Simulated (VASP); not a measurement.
# Pb in VASP: further runs, part 2 of 2

VASP 6.6.1. Earlier steps stand in the parts before.

## (3) Single point, PBEsol

File INCAR:

```
PREC = Accurate
ENCUT = 520
EDIFF = 1E-6
ISMEAR = 1
SIGMA = 0.05
LREAL = F
LASPH = T
NELM = 60
ALGO = Fast
ISIF = 2
LWAVE = F
LCHARG = F
GGA = PS
NBANDS = 13
```

File KPOINTS:

```
regular mesh
0
Gamma
  7 7 7
```

File POSCAR:

```
Pb
1.0
   -0.0069630000      2.4696840000      2.4484290000
    2.4475870000     -0.0269830000      2.4684490000
    2.4538240000      2.4959410000     -0.0332200000
Pb
1
Direct
   -0.0123650000      0.0070870000      0.0165600000
```

Potentials or basis: VASP PAW PBE potentials, release 64 (Pb_d).

Started as:

```sh
cat potpaw_PBE.64/Pb_d/POTCAR > POTCAR
mpirun -np 1 vasp_std > vasp.out
```

OUTCAR:

```text
PREC = Accurate
   ENCUT = 520
   EDIFF = 1E-6
   ISMEAR = 1
   LREAL = F
   LASPH = T
   NELM = 60
   ISIF = 2
   GGA = PS

 ion  position               nearest neighbor table
   1  0.988  0.007  0.017-

  LATTYP: Found a triclinic cell.
 ALAT       =     3.4776705007
 B/A-ratio  =     1.0049715110
 C/A-ratio  =     0.9996054584
 COS(alpha) =     0.0085223274
 COS(beta)  =     0.4930046159
 COS(gamma) =     0.4959907325

  Lattice vectors:

 A1 = (  -0.0069630000,   2.4696840000,   2.4484290000)
 A2 = (  -2.4607870000,  -0.0262570000,   2.4816490000)
 A3 = (   2.4475870000,  -0.0269830000,   2.4684490000)

Analysis of symmetry for initial positions (statically):
=====================================================================
 Subroutine PRICEL returns:
 Original cell was already a primitive cell.

 Routine SETGRP: Setting up the symmetry group for a
 triclinic supercell.

 Subroutine GETGRP returns: Found  2 space group operations
 (whereof  1 operations were pure point group operations)
 out of a pool of  2 trial point group operations.

The static configuration has the point symmetry C_1 .
 The point group associated with its full space group is S_2 .

Analysis of symmetry for dynamics (positions and initial velocities):
=====================================================================
 Subroutine PRICEL returns:
 Original cell was already a primitive cell.

 Routine SETGRP: Setting up the symmetry group for a
 triclinic supercell.

 Subroutine GETGRP returns: Found  2 space group operations
 (whereof  1 operations were pure point group operations)
 out of a pool of  2 trial point group operations.

The dynamic configuration has the point symmetry C_1 .
 The point group associated with its full space group is S_2 .

 Subroutine INISYM returns: Found  2 space group operations
 (whereof  1 operations are pure point group operations),
 and found     1 'primitive' translations

[... 116 lines left out ...]
   LORBIT       =      0    0 simple, 1 ext, 2 COOP (PROOUT), +10 PAW based schemes
   GGA     = PS    functional components
   LHFCALC =     F    Hartree Fock is set to
   AEXX    =    0.0000 exact exchange contribution
   IVDW    =     0    specifies the selected vdW correction
   LEPSILON=     F    determine dielectric tensor
   LRPA    =     F    only Hartree local field effects (RPA)
 non-spin polarized calculation
 RMM-DIIS sequential band-by-band and
 Methfessel and Paxton  Order N= 1 SIGMA  =   0.05
  energy-cutoff  :      520.00
  volume of cell :       30.32
 maximum number of plane-waves:       851
 NGX is ok and might be reduce to    28
   NGX = 13   NGY = 13   NGZ = 13

 number of electron      14.0000001 magnetization

 Free energy of the ion-electron system (eV)
  ---------------------------------------------------
  ext. energy  EPLUGINS =         0.00000000
  ---------------------------------------------------
  free energy    TOTEN  =        -4.00740417 eV

  energy without entropy =       -4.00724753  energy(sigma->0) =       -4.00735196

 E-fermi :   6.9776     XC(G=0): -10.3390

 val. band max:        6.9721700452   @ k =  -0.1429  -0.2857   0.1429
 cond. band min:       7.1816221316   @ k =   0.0000  -0.4286   0.4286
 fundamental gap:      0.2094520864
 Fermi energy:         6.9776487491

 k-point     1 :       0.0000    0.0000    0.0000
  band No.  band energies     occupation
      1      -9.8937      2.00000
      2      -9.8698      2.00000
      3      -9.8649      2.00000
      4      -9.7423      2.00000
      5      -9.7230      2.00000
      6      -4.6653      2.00000
      7      14.2764      0.00000
      8      14.4829      0.00000
      9      14.7674      0.00000
     10      16.8962      0.00000
     11      18.3468      0.00000
     12      19.3271      0.00000
     13      19.7314      0.00000
[... 354 lines left out ...]
  band No.  band energies     occupation
      1      -9.9415      2.00000
      2      -9.8159      2.00000
      3      -9.7079      2.00000
      4      -9.6939      2.00000
      5      -9.6077      2.00000
      6      -0.1331      2.00000
      7       4.4135      2.00000
      8       6.8948      2.04088
      9      10.5024      0.00000
     10      13.8700      0.00000
     11      19.5959      0.00000
     12      22.0766      0.00000
     13      22.2842      0.00000

 [... further k-points ...]
[... 5 lines left out ...]
  --------------------------------------------------------------------------------------
  -------------------------------------------------------------------------------------
  Total       -0.0254067     -0.0457900      0.0488543     -0.0178940      0.1051298      0.0112853
  in kB       -1.3424328     -2.4194434      2.5813548     -0.9454819      5.5548280      0.5962888
  external PRESSURE =      -0.3935072 kB  Pullay stress =       0.0000000 kB

 VOLUME and BASIS-vectors are now :
 -----------------------------------------------------------------------------
  energy-cutoff  :      520.00
  volume of cell :       30.32
      direct lattice vectors                 reciprocal lattice vectors
    -0.006963000  2.469684000  2.448429000    -0.203155837  0.202438270  0.203651757
     2.447587000 -0.026983000  2.468449000     0.204243163 -0.198129080  0.200429894
     2.453824000  2.495941000 -0.033220000     0.203226684  0.198199928 -0.199342567

 POSITION                                       TOTAL-FORCE (eV/Angst)
 -----------------------------------------------------------------------------------
      0.05110      2.48029      2.43510         0.000000      0.000000     -0.000000
 -----------------------------------------------------------------------------------
    total drift:                               -0.000002      0.000007     -0.000013

  FREE ENERGIE OF THE ION-ELECTRON SYSTEM (eV)
  ---------------------------------------------------
  free  energy   TOTEN  =        -4.0074041694 eV

  energy  without entropy=       -4.0072475276  energy(sigma->0) =       -4.00735196
```

Wall time 42 s (1 thread of Intel Xeon Platinum 8488C (Sapphire Rapids), shared host); peak memory 0.2 GiB.

What came out:

* Free energy: -4.0074 eV
* Pressure: 0.0 GPa
* Band gap on the k mesh: zero (band 7 reaches 14.28 eV, above the bottom of band 8 at 5.63 eV)

Stress tensor (GPa, compression positive):
```
-0.13 -0.09  0.06
-0.09 -0.24  0.56
 0.06  0.56  0.26
```

Caveat: the PAW data sets were made with another functional, which shifts forces and pressure a little; spin-orbit coupling is left out, which moves the levels of the heavy elements.
